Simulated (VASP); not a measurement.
Here is a VASP 6.6.1 calculation.

Contents of POSCAR:

```
HfO2
1.0
    0.0000000000      2.6076597933      2.6076597933
    2.6076597933      0.0000000000      2.6076597933
    2.6076597933      2.6076597933      0.0000000000
Hf O
1 2
Direct
    0.0000000000      0.0000000000      0.0000000000
    0.7500000000      0.7500000000      0.7500000000
    0.2500000000      0.2500000000      0.2500000000
```

INCAR.step1

```
SYSTEM = HfO2
PREC     = Accurate       ! precision mode
ENCUT    = 520            ! plane-wave cutoff, eV
ISMEAR   = -1             ! smearing method
SIGMA    = 0.05           ! smearing width, eV
LREAL    = .False.        ! projectors in reciprocal space
LASPH    = .True.         ! aspherical terms in the spheres
NELM     = 80             ! most SCF steps
NBANDS   = 18             ! bands
GGA      = PE             ! functional
ALGO     = Normal         ! electronic algorithm
EDIFF    = 1E-4           ! SCF threshold, eV
LWAVE    = .True.         ! write WAVECAR
LCHARG   = .False.        ! write CHGCAR
```

File INCAR.step2:

```
SYSTEM = HfO2
PREC     = Accurate       ! precision mode
ENCUT    = 520            ! plane-wave cutoff, eV
EDIFF    = 1E-6           ! SCF threshold, eV
ISMEAR   = -1             ! smearing method
SIGMA    = 0.05           ! smearing width, eV
LREAL    = .False.        ! projectors in reciprocal space
LASPH    = .True.         ! aspherical terms in the spheres
NELM     = 80             ! most SCF steps
ALGO     = Normal         ! electronic algorithm
ISIF     = 2              ! what is computed and relaxed
LWAVE    = .False.        ! write WAVECAR
LCHARG   = .False.        ! write CHGCAR
METAGGA  = R2SCAN         ! meta-GGA
LMIXTAU  = .True.       
NBANDS   = 18             ! bands
ISTART   = 1
```

Contents of KPOINTS:

```
Automatic mesh
0
Gamma
  9 9 9
  0 0 0
```

Potentials or basis: VASP PAW PBE potentials, release 64 (Hf_pv, O).

Command:

```bash
$ cat potpaw_PBE.64/Hf_pv/POTCAR potpaw_PBE.64/O/POTCAR > POTCAR
$ cp INCAR.step1 INCAR
$ mpirun -np 1 vasp_std > vasp.out
$ cp INCAR.step2 INCAR
$ mpirun -np 1 vasp_std > vasp.out
```

(1) What does it give for the band gap on the k mesh?

(2) What does it give for the pressure?

Answers

(1) 4.14 eV, indirect (least direct gap 4.24 eV).

(2) -23.6 GPa.

Caveat: the PAW data sets were made with another functional, which shifts forces and pressure a little; spin-orbit coupling is left out, which moves the levels of the heavy elements.
